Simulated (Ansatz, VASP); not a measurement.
Two plane-wave programs on MgO

```
Mg O
1.0
     0.00000    2.13515    2.13515
     2.13515    0.00000    2.13515
     2.13515    2.13515    0.00000
Mg O
1 1
Direct
  0.00000 0.00000 0.00000
  0.49415 0.49415 0.50585
```

Change from the starting cell: all O atoms moved +0.025 Å, as atom 2 towards its neighbour atom 1 (Mg) at 2.135 Å.

Alike in both runs: task single point; functional r2SCAN; k mesh 10 × 10 × 10; occupations gaussian, width 0.05 eV; no spin polarisation.

|  | VASP | Ansatz |
| --- | --- | --- |
| version | VASP 6.6.1 | Ansatz 0.2.0 |
| potentials or method | VASP PAW PBE potentials, release 64 (Mg_sv, O), cutoff 750 eV | scalar-relativistic, plane waves, PAW |
| valence electrons in the cell | 16 | 16 |

Ansatz gave:

```
gap on the k mesh at the Fermi level (eV)                     : 5.22
least direct gap on the mesh (eV)                             : 5.22
pressure (GPa)                                                : -7.0
traceless stress, the component that is largest in VASP (GPa) : 0.13
rms of the force components (eV/Å)                            : 0.065
```

Problem. What did VASP give for the same quantities?

Solution. gap on the k mesh at the Fermi level (eV): 5.24; least direct gap on the mesh (eV): 5.24; pressure (GPa): -7.0; traceless stress, the component that is largest in VASP (GPa): 0.13; rms of the force components (eV/Å): 0.067.

VASP's potentials were made for PBE, not for r2SCAN. Atom by atom the forces differ by 0.002 eV/Å (rms over components). The functional is the same, so the differences come from potentials, cutoffs and numerics.
